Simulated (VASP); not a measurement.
Crystal: TiAl.

```
Ti Al
1.0
     3.11417    0.00000    0.00000
     0.00000    3.11417    0.00000
     0.00000    0.00000    3.11417
Ti Al
1 1
Cartesian
  0.0000 0.0000 0.0000
  1.5571 1.5571 1.5571
```

Program: VASP 6.6.1. Alike in all runs: task single point; no spin polarisation; cell as given; cutoff (eV) 520; smearing fermi-dirac 0.05 eV.

Task: Order these runs on this cell by their pressure, lowest first.
A. level PBE; potentials or basis VASP PAW PBE potentials, release 64 (Ti_sv, Al); k mesh 8 × 8 × 8
B. level HSE06; potentials or basis VASP PAW PBE potentials, release 64 (Ti_sv, Al); k mesh 6 × 6 × 6; grid for exact exchange (PRECFOCK) Normal; screening parameter 0.2079 1/Å
C. level LDA; potentials or basis VASP PAW LDA potentials, release 64 (Ti_sv, Al); k mesh 8 × 8 × 8

Result: C (1.5 GPa), B (5.8 GPa), A (8.8 GPa).

Caveats: the PAW data sets were made with another functional, which shifts forces and pressure a little (some runs).
